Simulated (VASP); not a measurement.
## HfB: single point with PBEsol

HfB:

```
Hf B
1.0
     0.00000    2.19450    2.25225
     2.19450    0.00000    2.25225
     2.19450    2.19450    0.00000
Hf B
1 1
Direct
  0.50000 0.50000 0.50000
  0.00000 0.00000 0.00000
```

This cell differs from its parent crystal: strain -0.050 along x and y, -0.025 along z.

```
Program                : VASP 6.6.1
Task                   : single point
Functional             : PBEsol
Potentials or basis    : VASP PAW PBE potentials, release 64 (Hf_pv, B)
Cutoff                 : 500 eV
k mesh                 : 18 × 18 × 18
Occupations            : gaussian, width 0.15 eV
Spin                   : no spin polarisation
Dipole correction      : no
Further INCAR settings : ALGO = Normal; EDIFF = 1e-06; NBANDS = 14
```

- Pressure: 68.4 GPa

Stress tensor (GPa, compression positive):
```
74.70  0.00  0.00
 0.00 74.70  0.00
 0.00  0.00 55.80
```

Levels at points of the mesh, in eV from the Fermi level:
```
           k point  band 3  band 4  band 5  band 6  band 7  band 8  band 9  band 10  band 11  band 12
(0.00, 0.00, 0.00)  -27.55   -9.93    2.02    2.39    2.39    4.22    4.48     4.49     4.49     4.89
(0.50, 0.00, 0.00)  -27.67   -5.45   -3.35   -1.71   -1.59    7.29    7.54     8.75     9.21    15.21
(0.50, 0.50, 0.00)  -27.95   -7.12   -1.50   -0.62    3.07    3.07    7.08     9.07     9.07    11.13
(0.50, 0.00, 0.50)  -27.94   -7.07   -1.54   -0.22    2.74    2.97    7.11     8.84     9.25    11.31
```

Wall time 3.1 min on 1 thread of Intel(R) Xeon(R) Platinum 8259CL CPU @ 2.50GHz (Skylake/Cascade Lake), on a shared host, peak memory 0.26 GiB.

Caveat: the cell differs from its parent crystal (strain -0.050 along x and y, -0.025 along z); the PAW data sets were made with another functional, which shifts forces and pressure a little; spin-orbit coupling is left out, which moves the levels of the heavy elements.
